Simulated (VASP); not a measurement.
# Cu (I4/mmm) in VASP: further runs

Runs on Cu. Level: LDA. Tasks: single point.

All numbers are computed with VASP 6.6.1; they aren't measurements. Logs are shortened: lines on timing, memory, paths and dates and some standing lists are left out, and cuts for length are marked.

## (1) The cell of the first run

It takes space group I4/mmm (No. 139, tetragonal). The conventional cell has a = 2.890 Å, b = 2.890 Å, c = 2.749 Å, α = 90.00°, β = 90.00°, γ = 90.00°. Within 3.3 Å of Cu (site symmetry 4/mmm) lie 14 Cu at 2.46 to 2.89 Å.

## (2) Single point, LDA

The input, INCAR:

```
SYSTEM = Cu
  PREC = Accurate
  ENCUT = 520
  EDIFF = 1E-7
  ISMEAR = 0
  SIGMA = 0.15
  LREAL = .False.
  LASPH = .True.
  NELM = 60
  ALGO = Fast
  ISIF = 2
  LWAVE = .False.
  LCHARG = .True.
  LELF = .True.
  LVHAR = .True.
  NBANDS = 12
```

The input, KPOINTS:

```
Automatic mesh
0
Gamma
  22 22 22
  0 0 0
```

The input, POSCAR:

```
Cu
1.0
   -1.4452500000      1.4452500000      1.3746000000
    1.4452500000     -1.4452500000      1.3746000000
    1.4452500000      1.4452500000     -1.3746000000
Cu
1
Direct
    0.0000000000      0.0000000000      0.0000000000
```

Potentials or basis: VASP PAW LDA potentials, release 64 (Cu).

On the command line:

```sh
$ cat potpaw_LDA.64/Cu/POTCAR > POTCAR
$ mpirun -np 1 vasp_std > vasp.out
```

OUTCAR:

```text
SYSTEM = Cu
   PREC = Accurate
   ENCUT = 520
   EDIFF = 1E-7
   ISMEAR = 0
   LREAL = .False.
   LASPH = .True.
   NELM = 60
   ISIF = 2

 ion  position               nearest neighbor table
   1  0.000  0.000  0.000-

  LATTYP: Found a body centered tetragonal cell.
 ALAT       =     2.8905000000
 C/A-ratio  =     0.9511157239

  Lattice vectors:

 A1 = (  -1.4452500000,   1.4452500000,   1.3746000000)
 A2 = (   1.4452500000,  -1.4452500000,   1.3746000000)
 A3 = (   1.4452500000,   1.4452500000,  -1.3746000000)

Analysis of symmetry for initial positions (statically):
=====================================================================
 Subroutine PRICEL returns:
 Original cell was already a primitive cell.

 Routine SETGRP: Setting up the symmetry group for a
 body centered tetragonal supercell.

 Subroutine GETGRP returns: Found 16 space group operations
 (whereof 16 operations were pure point group operations)
 out of a pool of 16 trial point group operations.

The static configuration has the point symmetry D_4h.

Analysis of symmetry for dynamics (positions and initial velocities):
=====================================================================
 Subroutine PRICEL returns:
 Original cell was already a primitive cell.

 Routine SETGRP: Setting up the symmetry group for a
 body centered tetragonal supercell.

 Subroutine GETGRP returns: Found 16 space group operations
 (whereof 16 operations were pure point group operations)
 out of a pool of 16 trial point group operations.

The dynamic configuration has the point symmetry D_4h.

 Subroutine INISYM returns: Found 16 space group operations
 (whereof 16 operations are pure point group operations),
 and found     1 'primitive' translations

----------------------------------------------------------------------------------------

                                     Primitive cell

  volume of cell :      11.4848

  direct lattice vectors                    reciprocal lattice vectors
    -1.445250000  1.445250000  1.374600000     0.000000000  0.345960906  0.363742180
     1.445250000 -1.445250000  1.374600000     0.345960906  0.000000000  0.363742180
     1.445250000  1.445250000 -1.374600000     0.345960906  0.345960906  0.000000000

  length of vectors
     2.463132210  2.463132210  2.463132210     0.501993349  0.501993349  0.489262606

  position of ions in fractional coordinates (direct lattice)
     0.000000000  0.000000000  0.000000000

  ion indices of the primitive-cell ions
   primitive index   ion index
                 1           1

----------------------------------------------------------------------------------------

 KPOINTS: Automatic mesh

Automatic generation of k-mesh.
 Grid dimensions read from file:
 generate k-points for:   22   22   22

 Generating k-lattice:

  Cartesian coordinates                     Fractional coordinates (reciprocal lattice)
     0.000000000  0.015725496  0.016533735     0.045454545 -0.000000000  0.000000000
     0.015725496  0.000000000  0.016533735    -0.000000000  0.045454545  0.000000000
     0.015725496  0.015725496  0.000000000     0.000000000  0.000000000  0.045454545

  Length of vectors
     0.022817879  0.022817879  0.022239209

  Shift w.r.t. Gamma in fractional coordinates (k-lattice)
     0.000000000  0.000000000  0.000000000

 Subroutine IBZKPT returns following result:
 ===========================================

 Found    834 irreducible k-points:

 Following reciprocal coordinates:
            Coordinates               Weight
  0.000000  0.000000  0.000000      1.000000
  0.045455  0.000000 -0.000000      8.000000
  0.090909  0.000000 -0.000000      8.000000
  0.136364  0.000000  0.000000      8.000000
  0.181818  0.000000 -0.000000      8.000000
  0.227273  0.000000  0.000000      8.000000
[... 16 lines left out ...]
  0.500000  0.045455  0.000000     16.000000
 -0.454545  0.045455 -0.000000     16.000000
 [... further k-points ...]
   k-points           NKPTS =    834   k-points in BZ     NKDIM =    834   number of bands    NBANDS=     12
   number of dos      NEDOS =    301   number of ions     NIONS =      1
   total plane-waves  NPLWV =   5832
   dimension x,y,z NGX =    18 NGY =   18 NGZ =   18
   dimension x,y,z NGXF=    36 NGYF=   36 NGZF=   36
   ions per type =               1
   NGX,Y,Z   is equivalent  to a cutoff of  12.15, 12.15, 12.15 a.u.
   NGXF,Y,Z  is equivalent  to a cutoff of  24.30, 24.30, 24.30 a.u.
 SYSTEM =  Cu
   PREC   = accura    normal or accurate (medium, high low for compatibility)
   ISTART =      0    job   : 0-new  1-cont  2-samecut
   ICHARG =      2    charge: 1-file 2-atom 10-const
   ISPIN  =      1    spin polarized calculation?
   LNONCOLLINEAR =      F non collinear calculations
   LSORBIT =      F    spin-orbit coupling
   LASPH  =      T    aspherical Exc in radial PAW
   ENCUT  =  520.0 eV  38.22 Ry    6.18 a.u.   4.58  4.58  4.58*2*pi/ulx,y,z
   NELM   =     60;   NELMIN=  2; NELMDL= -5     # of ELM steps
   EDIFF  = 0.1E-06   stopping-criterion for ELM
   LREAL  =      F    real-space projection
   EDIFFG = 0.1E-05   stopping-criterion for IOM
   NSW    =      0    number of steps for IOM
   IBRION =     -1    ionic relax: 0-MD 1-quasi-New 2-CG
   NFREE  =      0    steps in history (QN), initial steepest desc. (CG)
   ISIF   =      2    stress and relaxation
   ISYM   =      2    0-nonsym 1-usesym 2-fastsym
   POTIM  = 0.5000    time-step for ionic-motion
   TEBEG  =    0.0;   TEEND  =   0.0 temperature during run
   PSTRESS=    0.0 pullay stress
   NELECT =      11.0000    total number of electrons
   NUPDOWN=      -1.0000    fix difference up-down
   EMIN   =  10.00;   EMAX   =-10.00  energy-range for DOS
   EFERMI =   0.00;   METHOD = LEGACY
   ISMEAR =     0;   SIGMA  =   0.15  broadening in eV -4-tet -1-fermi 0-gaus
   EFERMI_NEDOS =   21; number of points for ismear=-14 and -15
   IALGO  =     68    algorithm
   IMIX   =      4    mixing-type and parameters
     AMIX     =   0.40;   BMIX     =  1.00
     AMIX_MAG =   1.60;   BMIX_MAG =  1.00
  volume/ion in A,a.u.               =      11.48        77.50
  Fermi-wavevector in a.u.,A,eV,Ry     =   1.613733  3.049513 35.431389  2.604134
  Thomas-Fermi vector in A             =   2.708755
   LORBIT       =      0    0 simple, 1 ext, 2 COOP (PROOUT), +10 PAW based schemes
   GGA     = CA    functional components
   LHFCALC =     F    Hartree Fock is set to
   AEXX    =    0.0000 exact exchange contribution
   IVDW    =     0    specifies the selected vdW correction
   LEPSILON=     F    determine dielectric tensor
   LRPA    =     F    only Hartree local field effects (RPA)
 non-spin polarized calculation
 RMM-DIIS sequential band-by-band and
 Gauss-broadening in eV      SIGMA  =   0.15
  energy-cutoff  :      520.00
  volume of cell :       11.48
 maximum number of plane-waves:       327
   NGX =  9   NGY =  9   NGZ =  9

 number of electron      10.9999999 magnetization

 Free energy of the ion-electron system (eV)
  ---------------------------------------------------
  ext. energy  EPLUGINS =         0.00000000
  ---------------------------------------------------
  free energy    TOTEN  =        -4.65741309 eV

  energy without entropy =       -4.65305415  energy(sigma->0) =       -4.65523362

 E-fermi :   7.6959     XC(G=0): -13.2680

 val. band max:        7.6921815687   @ k =   0.5000   0.1818   0.1364
 cond. band min:       7.7042348273   @ k =   0.2273   0.1364   0.1364
 fundamental gap:      0.0120532586
 Fermi energy:         7.6958628456

 k-point     1 :       0.0000    0.0000    0.0000
  band No.  band energies     occupation
      1      -1.8633      2.00000
      2       4.3194      2.00000
      3       4.5287      2.00000
      4       4.5287      2.00000
      5       5.4028      2.00000
      6       5.6259      2.00000
      7      32.5664      0.00000
      8      32.5664      0.00000
      9      33.9075      0.00000
     10      36.3578      0.00000
     11      36.3585      0.00000
     12      36.6406      0.00000

 k-point     2 :       0.0455    0.0000   -0.0000
  band No.  band energies     occupation
      1      -1.7804      2.00000
      2       4.3268      2.00000
      3       4.5267      2.00000
      4       4.5370      2.00000
      5       5.4032      2.00000
      6       5.6132      2.00000
      7      32.0883      0.00000
      8      32.3276      0.00000
      9      33.2046      0.00000
     10      35.2093      0.00000
     11      35.4500      0.00000
     12      35.9874      0.00000

 k-point     3 :       0.0909    0.0000   -0.0000
  band No.  band energies     occupation
      1      -1.5336      2.00000
      2       4.3196      2.00000
      3       4.5183      2.00000
      4       4.5911      2.00000
      5       5.4041      2.00000
      6       5.5816      2.00000
      7      30.4118      0.00000
      8      31.7555      0.00000
      9      31.8830      0.00000
     10      33.7296      0.00000
     11      34.6112      0.00000
     12      35.6712      0.00000
[... 286 lines left out ...]
 k-point    23 :       0.5000    0.0455    0.0000
  band No.  band energies     occupation
      1       2.5087      2.00000
      2       3.6416      2.00000
      3       5.4874      2.00000
      4       5.6432      2.00000
      5       6.1157      2.00000
      6       7.3576      1.99857
      7      12.5634      0.00000
      8      24.1488      0.00000
      9      25.0177      0.00000
     10      29.6054      0.00000
     11      32.5936      0.00000
     12      41.6902      0.00000

 k-point    24 :      -0.4545    0.0455   -0.0000
  band No.  band energies     occupation
      1       2.4471      2.00000
      2       3.6726      2.00000
      3       5.4984      2.00000
      4       5.5450      2.00000
      5       5.9539      2.00000
      6       6.7419      2.00000
      7      13.7064      0.00000
      8      24.3031      0.00000
      9      25.2695      0.00000
     10      29.7012      0.00000
     11      32.6619      0.00000
     12      41.9749      0.00000

 [... further k-points ...]

------------------------ aborting loop because EDIFF is reached ----------------------------------------

  FORCE on cell =-STRESS in cart. coord.  units (eV):
  Direction    XX          YY          ZZ          XY          YZ          ZX
  --------------------------------------------------------------------------------------
  -------------------------------------------------------------------------------------
  Total       -0.5031914     -0.5031914     -0.5357560      0.0000000      0.0000000      0.0000000
  in kB      -70.1974831    -70.1974831    -74.7403807      0.0000000      0.0000000      0.0000000
  external PRESSURE =     -71.7117823 kB  Pullay stress =       0.0000000 kB

 VOLUME and BASIS-vectors are now :
 -----------------------------------------------------------------------------
  energy-cutoff  :      520.00
  volume of cell :       11.48
      direct lattice vectors                 reciprocal lattice vectors
    -1.445250000  1.445250000  1.374600000     0.000000000  0.345960906  0.363742180
     1.445250000 -1.445250000  1.374600000     0.345960906  0.000000000  0.363742180
     1.445250000  1.445250000 -1.374600000     0.345960906  0.345960906  0.000000000

 POSITION                                       TOTAL-FORCE (eV/Angst)
 -----------------------------------------------------------------------------------
      0.00000      0.00000      0.00000         0.000000      0.000000     -0.000000
 -----------------------------------------------------------------------------------
    total drift:                                0.000000     -0.000000      0.000000

  FREE ENERGIE OF THE ION-ELECTRON SYSTEM (eV)
  ---------------------------------------------------
  free  energy   TOTEN  =        -4.6574130944 eV

  energy  without entropy=       -4.6530541465  energy(sigma->0) =       -4.65523362
```

Run time: 52 s. Hardware: 1 thread of AMD EPYC 9R45 (Zen 5), shared host; peak memory 0.18 GiB.

What came out:

```
Free energy            : -4.6574 eV
Pressure               : -7.2 GPa
Band gap on the k mesh : zero (an odd number of electrons rules out a gap without spin polarisation)
```

Caveat: the cell stands under tension.

[end of part 1 of 2]
